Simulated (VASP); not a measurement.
Here is a VASP 6.6.1 calculation.

File INCAR:

```
SYSTEM = Ta2N
ALGO     = Fast           ! electronic algorithm
EDIFF    = 1E-6           ! SCF threshold, eV
ENCUT    = 520            ! plane-wave cutoff, eV
GGA      = PS             ! functional
ISIF     = 2              ! what is computed and relaxed
ISMEAR   = 0              ! smearing method
LASPH    = .True.         ! aspherical terms in the spheres
LCHARG   = .True.         ! write CHGCAR
LELF     = .True.         ! ELF
LREAL    = .False.        ! projectors in reciprocal space
LVHAR    = .True.       
LWAVE    = .False.        ! write WAVECAR
NBANDS   = 20             ! bands
NELM     = 80             ! most SCF steps
PREC     = Accurate       ! precision mode
SIGMA    = 0.15           ! smearing width, eV
```

Contents of KPOINTS:

```
k-points
0
Gamma
  15 15 8
  0 0 0
```

POSCAR

```
Ta2N
1.0
    3.0782595490     -0.1616086263      0.0000000000
   -1.6790869503      2.7466552820      0.0000000000
    0.0000000000      0.0000000000      4.5706764578
Ta N
2 1
Direct
    0.6666666667      0.3333333333      0.7463700642
    0.3333333333      0.6666666667      0.2536299358
    0.0000000000      0.0000000000      0.0000000000
```

Potentials or basis: VASP PAW PBE potentials, release 64 (Ta_pv, N).

The run is started by

```sh
$ cat potpaw_PBE.64/Ta_pv/POTCAR potpaw_PBE.64/N/POTCAR > POTCAR
$ mpirun -np 1 vasp_std > vasp.out
```

(1) Predict the pressure.

(2) Predict the largest force.

## Answers

(1) 22.8 GPa.

(2) 0.313 eV/Å.

Caveat: the cell differs from its parent crystal (engineering shear strain xy -0.1050, normal strain along z -0.0525); the stress differs along the axes, from 18 to 32 GPa; the PAW data sets were made with another functional, which shifts forces and pressure a little.
